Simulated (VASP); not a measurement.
# Mg3BiSb (P3m1) in VASP: a series of runs

Mg3BiSb is run at these levels: PBEsol; tasks: single point.

All numbers are computed with VASP 6.6.1; they aren't measurements. Logs are shortened: lines on timing, memory, paths and dates and some standing lists are left out, and cuts for length are marked.

## Step 1: The cell of the first run

It takes space group P3m1 (No. 156, trigonal). Conventional cell: a = 4.664 Å, b = 4.664 Å, c = 7.360 Å, α = 90.00°, β = 90.00°, γ = 120.00°. Mg (site symmetry 3m) has 3 Sb at 3.14 Å and 3 Bi at 3.16 Å and 6 Mg at 3.78 to 3.88 Å within 4.1 Å. Mg (site symmetry 3m) has 3 Sb at 2.88 Å and 1 Bi at 3.05 Å and 6 Mg at 3.31 to 3.78 Å within 3.8 Å. Mg (site symmetry 3m) has 3 Bi at 2.92 Å and 1 Sb at 2.95 Å and 3 Mg at 3.31 Å within 3.8 Å. Sb (site symmetry 3m) has 7 Mg at 2.88 to 3.14 Å within 3.8 Å. Within 3.8 Å of Bi (site symmetry 3m) lie 7 Mg at 2.92 to 3.16 Å.

## Step 2: Single point, PBEsol

INCAR reads:

```
SYSTEM = Mg3BiSb
PREC = Accurate
ENCUT = 520
EDIFF = 1E-6
ISMEAR = 1
SIGMA = 0.15
LREAL = .False.
LASPH = .True.
NELM = 80
ALGO = Normal
ISIF = 2
LWAVE = .False.
LCHARG = .False.
GGA = PS
NBANDS = 21
```

KPOINTS reads:

```
Automatic mesh
0
Gamma
  6 6 3
  0 0 0
```

POSCAR reads:

```
Mg3BiSb
1.0
    4.6643400000      0.0000000000      0.0000000000
   -2.3321700000      4.0394400000      0.0000000000
    0.0000000000      0.0000000000      7.3603400000
Mg Sb Bi
3 1 1
Direct
    0.0000000000      0.0000000000      0.0044900000
    0.3333333333      0.6666666667      0.3649400000
    0.6666666667      0.3333333333      0.6258600000
    0.6666666667      0.3333333333      0.2250700000
    0.3333333333      0.6666666667      0.7796500000
```

Potentials or basis: VASP PAW PBE potentials, release 64 (Mg, Sb, Bi_d).

Run with:

```console
$ cat potpaw_PBE.64/Mg/POTCAR potpaw_PBE.64/Sb/POTCAR potpaw_PBE.64/Bi_d/POTCAR > POTCAR
$ mpirun -np 1 vasp_std > vasp.out
```

OUTCAR:

```text
SYSTEM = Mg3BiSb
   PREC = Accurate
   ENCUT = 520
   EDIFF = 1E-6
   ISMEAR = 1
   LREAL = .False.
   LASPH = .True.
   NELM = 80
   ISIF = 2
   GGA = PS

 ion  position               nearest neighbor table
   1  0.000  0.000  0.004-   4 3.14   4 3.14   4 3.14   5 3.16   5 3.16   5 3.16
   2  0.333  0.667  0.365-   4 2.88   4 2.88   4 2.88   5 3.05   3 3.31   3 3.31   3 3.31
   3  0.667  0.333  0.626-   5 2.92   5 2.92   5 2.92   4 2.95   2 3.31   2 3.31   2 3.31
   4  0.667  0.333  0.225-   2 2.88   2 2.88   2 2.88   3 2.95   1 3.14   1 3.14   1 3.14
   5  0.333  0.667  0.780-   3 2.92   3 2.92   3 2.92   2 3.05   1 3.16   1 3.16   1 3.16

  LATTYP: Found a hexagonal cell.
 ALAT       =     4.6643400000
 C/A-ratio  =     1.5780024612

  Lattice vectors:

 A1 = (   4.6643400000,   0.0000000000,   0.0000000000)
 A2 = (  -2.3321700000,   4.0394400000,   0.0000000000)
 A3 = (   0.0000000000,   0.0000000000,   7.3603400000)

Analysis of symmetry for initial positions (statically):
=====================================================================
 Subroutine PRICEL returns:
 Original cell was already a primitive cell.

 Routine SETGRP: Setting up the symmetry group for a
 hexagonal supercell.

 Subroutine GETGRP returns: Found  6 space group operations
 (whereof  6 operations were pure point group operations)
 out of a pool of 24 trial point group operations.

The static configuration has the point symmetry C_3v.

Analysis of symmetry for dynamics (positions and initial velocities):
=====================================================================
 Subroutine PRICEL returns:
 Original cell was already a primitive cell.

 Routine SETGRP: Setting up the symmetry group for a
 hexagonal supercell.

 Subroutine GETGRP returns: Found  6 space group operations
 (whereof  6 operations were pure point group operations)
 out of a pool of 24 trial point group operations.

The dynamic configuration has the point symmetry C_3v.

 Subroutine INISYM returns: Found  6 space group operations
 (whereof  6 operations are pure point group operations),
 and found     1 'primitive' translations

----------------------------------------------------------------------------------------

                                     Primitive cell

  volume of cell :     138.6785

  direct lattice vectors                    reciprocal lattice vectors
     4.664340000  0.000000000  0.000000000     0.214392604  0.123779534  0.000000000
    -2.332170000  4.039440000  0.000000000     0.000000000  0.247559068  0.000000000
     0.000000000  0.000000000  7.360340000     0.000000000  0.000000000  0.135863289

  length of vectors
     4.664340000  4.664342657  7.360340000     0.247559209  0.247559068  0.135863289

  position of ions in fractional coordinates (direct lattice)
     0.000000000  0.000000000  0.004490000
     0.333333333  0.666666667  0.364940000
     0.666666667  0.333333333  0.625860000
     0.666666667  0.333333333  0.225070000
     0.333333333  0.666666667  0.779650000

  ion indices of the primitive-cell ions
   primitive index   ion index
                 1           1
                 2           2
                 3           3
                 4           4
                 5           5

----------------------------------------------------------------------------------------

 KPOINTS: Automatic mesh

Automatic generation of k-mesh.
 Grid dimensions read from file:
 generate k-points for:    6    6    3

 Generating k-lattice:

  Cartesian coordinates                     Fractional coordinates (reciprocal lattice)
     0.035732101  0.020629922  0.000000000     0.166666667  0.000000000  0.000000000
     0.000000000  0.041259845  0.000000000     0.000000000  0.166666667  0.000000000
     0.000000000  0.000000000  0.045287763     0.000000000  0.000000000  0.333333333

  Length of vectors
     0.041259868  0.041259845  0.045287763

  Shift w.r.t. Gamma in fractional coordinates (k-lattice)
     0.000000000  0.000000000  0.000000000

 Subroutine IBZKPT returns following result:
 ===========================================

 Found     17 irreducible k-points:

 Following reciprocal coordinates:
            Coordinates               Weight
  0.000000  0.000000  0.000000      1.000000
  0.166667  0.000000  0.000000      6.000000
  0.333333  0.000000  0.000000      6.000000
  0.500000  0.000000  0.000000      3.000000
  0.166667  0.166667  0.000000      6.000000
  0.333333  0.166667  0.000000     12.000000
[... 9 lines left out ...]
 -0.166667  0.500000  0.333333     12.000000
  0.333333  0.333333  0.333333      4.000000
   k-points           NKPTS =     17   k-points in BZ     NKDIM =     17   number of bands    NBANDS=     21
   number of dos      NEDOS =    301   number of ions     NIONS =      5
   total plane-waves  NPLWV =  72576
   dimension x,y,z NGX =    36 NGY =   36 NGZ =   56
   dimension x,y,z NGXF=    72 NGYF=   72 NGZF=  112
   ions per type =               3   1   1
   NGX,Y,Z   is equivalent  to a cutoff of  12.83, 12.83, 12.65 a.u.
   NGXF,Y,Z  is equivalent  to a cutoff of  25.66, 25.66, 25.30 a.u.
 SYSTEM =  Mg3BiSb
   PREC   = accura    normal or accurate (medium, high low for compatibility)
   ISTART =      0    job   : 0-new  1-cont  2-samecut
   ICHARG =      2    charge: 1-file 2-atom 10-const
   ISPIN  =      1    spin polarized calculation?
   LNONCOLLINEAR =      F non collinear calculations
   LSORBIT =      F    spin-orbit coupling
   LASPH  =      T    aspherical Exc in radial PAW
   ENCUT  =  520.0 eV  38.22 Ry    6.18 a.u.   8.67  8.67 13.69*2*pi/ulx,y,z
   NELM   =     80;   NELMIN=  2; NELMDL= -5     # of ELM steps
   EDIFF  = 0.1E-05   stopping-criterion for ELM
   LREAL  =      F    real-space projection
   EDIFFG = 0.1E-04   stopping-criterion for IOM
   NSW    =      0    number of steps for IOM
   IBRION =     -1    ionic relax: 0-MD 1-quasi-New 2-CG
   NFREE  =      0    steps in history (QN), initial steepest desc. (CG)
   ISIF   =      2    stress and relaxation
   ISYM   =      2    0-nonsym 1-usesym 2-fastsym
   POTIM  = 0.5000    time-step for ionic-motion
   TEBEG  =    0.0;   TEEND  =   0.0 temperature during run
   PSTRESS=    0.0 pullay stress
   NELECT =      26.0000    total number of electrons
   NUPDOWN=      -1.0000    fix difference up-down
   EMIN   =  10.00;   EMAX   =-10.00  energy-range for DOS
   EFERMI =   0.00;   METHOD = LEGACY
   ISMEAR =     1;   SIGMA  =   0.15  broadening in eV -4-tet -1-fermi 0-gaus
   EFERMI_NEDOS =   21; number of points for ismear=-14 and -15
   IALGO  =     38    algorithm
   IMIX   =      4    mixing-type and parameters
     AMIX     =   0.40;   BMIX     =  1.00
     AMIX_MAG =   1.60;   BMIX_MAG =  1.00
  volume/ion in A,a.u.               =      27.74       187.17
  Fermi-wavevector in a.u.,A,eV,Ry     =   0.936978  1.770632 11.944940  0.877928
  Thomas-Fermi vector in A             =   2.064043
   LORBIT       =      0    0 simple, 1 ext, 2 COOP (PROOUT), +10 PAW based schemes
   GGA     = PS    functional components
   LHFCALC =     F    Hartree Fock is set to
   AEXX    =    0.0000 exact exchange contribution
   IVDW    =     0    specifies the selected vdW correction
   LEPSILON=     F    determine dielectric tensor
   LRPA    =     F    only Hartree local field effects (RPA)
 non-spin polarized calculation
 Methfessel and Paxton  Order N= 1 SIGMA  =   0.15
  energy-cutoff  :      520.00
  volume of cell :      138.68
 maximum number of plane-waves:      3746
 NGX is ok and might be reduce to    36
   NGX = 17   NGY = 17   NGZ = 27

 number of electron      26.0000004 magnetization

 Free energy of the ion-electron system (eV)
  ---------------------------------------------------
  ext. energy  EPLUGINS =         0.00000000
  ---------------------------------------------------
  free energy    TOTEN  =       -15.49875443 eV

  energy without entropy =      -15.50067980  energy(sigma->0) =      -15.49939622

 E-fermi :   4.1883     XC(G=0):  -8.8578

 val. band max:        4.1819184143   @ k =   0.0000   0.0000   0.0000
 cond. band min:       4.2979228223   @ k =   0.5000   0.0000   0.3333
 fundamental gap:      0.1160044080
 Fermi energy:         4.1882511114

 k-point     1 :       0.0000    0.0000    0.0000
  band No.  band energies     occupation
      1     -17.7949      2.00000
      2     -17.7949      2.00000
      3     -17.7837      2.00000
      4     -17.7577      2.00000
      5     -17.7577      2.00000
      6      -6.8799      2.00000
[... 13 lines left out ...]
     20       8.2452      0.00000
     21       8.8105      0.00000

 k-point     2 :       0.1667    0.0000    0.0000
  band No.  band energies     occupation
      1     -17.7955      2.00000
      2     -17.7940      2.00000
      3     -17.7826      2.00000
      4     -17.7580      2.00000
      5     -17.7567      2.00000
      6      -6.7461      2.00000
[... 13 lines left out ...]
     20       8.1849      0.00000
     21       8.6388      0.00000

 k-point     3 :       0.3333    0.0000    0.0000
  band No.  band energies     occupation
      1     -17.7968      2.00000
      2     -17.7926      2.00000
      3     -17.7804      2.00000
      4     -17.7584      2.00000
      5     -17.7543      2.00000
      6      -6.4359      2.00000
[... 13 lines left out ...]
     20       9.4531      0.00000
     21       9.6016      0.00000
[... 289 lines left out ...]
 k-point    16 :      -0.1667    0.5000    0.3333
  band No.  band energies     occupation
      1     -17.7964      2.00000
      2     -17.7929      2.00000
      3     -17.7793      2.00000
      4     -17.7578      2.00000
      5     -17.7540      2.00000
      6      -6.2385      2.00000
[... 13 lines left out ...]
     20       9.4003      0.00000
     21       9.9968      0.00000

 k-point    17 :       0.3333    0.3333    0.3333
  band No.  band energies     occupation
      1     -17.7947      2.00000
      2     -17.7943      2.00000
      3     -17.7787      2.00000
      4     -17.7558      2.00000
      5     -17.7556      2.00000
      6      -6.1566      2.00000
[... 13 lines left out ...]
     20       9.1083      0.00000
     21       9.9090      0.00000

------------------------ aborting loop because EDIFF is reached ----------------------------------------

  FORCE on cell =-STRESS in cart. coord.  units (eV):
  Direction    XX          YY          ZZ          XY          YZ          ZX
  --------------------------------------------------------------------------------------
  -------------------------------------------------------------------------------------
  Total       -1.4466723     -1.4466745     -1.3560949     -0.0000000      0.0000000      0.0000000
  in kB      -16.7136577    -16.7136831    -15.6672019     -0.0000000      0.0000000      0.0000000
  external PRESSURE =     -16.3648476 kB  Pullay stress =       0.0000000 kB

 VOLUME and BASIS-vectors are now :
 -----------------------------------------------------------------------------
  energy-cutoff  :      520.00
  volume of cell :      138.68
      direct lattice vectors                 reciprocal lattice vectors
     4.664340000  0.000000000  0.000000000     0.214392604  0.123779534  0.000000000
    -2.332170000  4.039440000  0.000000000     0.000000000  0.247559068  0.000000000
     0.000000000  0.000000000  7.360340000     0.000000000  0.000000000  0.135863289

 POSITION                                       TOTAL-FORCE (eV/Angst)
 -----------------------------------------------------------------------------------
      0.00000      0.00000      0.03305         0.000000      0.000000      0.003497
     -0.00000      2.69296      2.68608         0.000000      0.000000     -0.001712
      2.33217      1.34648      4.60654        -0.000000      0.000000      0.026093
      2.33217      1.34648      1.65659        -0.000000     -0.000000      0.016470
     -0.00000      2.69296      5.73849         0.000000     -0.000000     -0.044349
 -----------------------------------------------------------------------------------
    total drift:                                0.000000      0.000009      0.000218

  FREE ENERGIE OF THE ION-ELECTRON SYSTEM (eV)
  ---------------------------------------------------
  free  energy   TOTEN  =       -15.4987544343 eV

  energy  without entropy=      -15.5006797952  energy(sigma->0) =      -15.49939622
```

It took 33 s on 1 thread of Intel Xeon Platinum 8488C (Sapphire Rapids), shared host; peak memory 0.27 GiB.

Results:

```yaml
Free_energy: -15.4988 eV
Pressure: -1.6 GPa
Largest_force: 0.044 eV/Å
Band_gap_on_the_k_mesh: 0.12 eV, indirect (least direct gap 0.35 eV)
```

Forces on the atoms (eV/Å):
```
Mg   0.000  0.000  0.003
Mg   0.000  0.000 -0.002
Mg   0.000  0.000  0.026
Sb   0.000  0.000  0.016
Bi   0.000  0.000 -0.044
```

Caveat: the PAW data sets were made with another functional, which shifts forces and pressure a little; spin-orbit coupling is left out, which moves the levels of the heavy elements.

## Step 3: Single point, PBEsol

This run uses another cell than the first one, of 28.43 Å³/atom, 1.025 times its volume.

INCAR reads:

```
SYSTEM = Mg3BiSb
PREC     = Accurate       ! precision mode
ENCUT    = 520            ! plane-wave cutoff, eV
EDIFF    = 1E-6           ! SCF threshold, eV
ISMEAR   = 1              ! smearing method
SIGMA    = 0.15           ! smearing width, eV
LREAL    = .FALSE.        ! projectors in reciprocal space
LASPH    = .TRUE.         ! aspherical terms in the spheres
NELM     = 60             ! most SCF steps
ALGO     = Normal         ! electronic algorithm
ISIF     = 2              ! what is computed and relaxed
LWAVE    = .FALSE.        ! write WAVECAR
LCHARG   = .FALSE.        ! write CHGCAR
GGA      = PS             ! functional
NBANDS   = 21             ! bands
```

KPOINTS reads:

```
regular mesh
0
G
  6 6 3
  0 0 0
```

POSCAR: that of step 2 with these lines changed.

```diff
@@ -2,5 +2,5 @@
 1.0
-    4.6643400000      0.0000000000      0.0000000000
-   -2.3321700000      4.0394400000      0.0000000000
-    0.0000000000      0.0000000000      7.3603400000
+    4.7028900127      0.0000000000      0.0000000000
+   -2.3514450063      4.0728253156      0.0000000000
+    0.0000000000      0.0000000000      7.4211720148
 Mg Sb Bi
```

Potentials or basis: VASP PAW PBE potentials, release 64 (Mg, Sb, Bi_d).

Run with:

```console
$ cat potpaw_PBE.64/Mg/POTCAR potpaw_PBE.64/Sb/POTCAR potpaw_PBE.64/Bi_d/POTCAR > POTCAR
$ mpirun -np 1 vasp_std > vasp.out
```

Run time: 30 s. Hardware: 1 thread of Intel Xeon Platinum 8488C (Sapphire Rapids), shared host; peak memory 0.28 GiB.

The run converged. Its results:

```
Free energy            : -15.4544 eV
Pressure               : -2.5 GPa
Largest force          : 0.088 eV/Å
Band gap on the k mesh : 0.12 eV, indirect (least direct gap 0.29 eV)
```

Forces on the atoms (eV/Å):
```
Mg   0.000  0.000  0.001
Mg   0.000  0.000 -0.007
Mg   0.000  0.000  0.026
Sb   0.000  0.000  0.067
Bi   0.000  0.000 -0.088
```

Stress tensor (GPa, compression positive):
```
-2.55  0.00  0.00
 0.00 -2.55  0.00
 0.00  0.00 -2.44
```

Levels at points of the mesh, in eV from the valence-band top:
| k point | band 9 | band 10 | band 11 | band 12 | band 13 | band 14 | band 15 | band 16 | band 17 | band 18 |
| --- | --- | --- | --- | --- | --- | --- | --- | --- | --- | --- |
| (0.00, 0.00, 0.00) | -0.98 | -0.98 | -0.20 | -0.20 | 0.00 | 0.29 | 0.95 | 3.05 | 3.05 | 3.83 |
| (0.50, 0.00, 0.00) | -3.53 | -3.03 | -2.12 | -2.02 | -0.69 | 0.33 | 1.70 | 2.20 | 2.81 | 4.84 |

Caveat: the PAW data sets were made with another functional, which shifts forces and pressure a little; spin-orbit coupling is left out, which moves the levels of the heavy elements. A k mesh can miss the band edges.
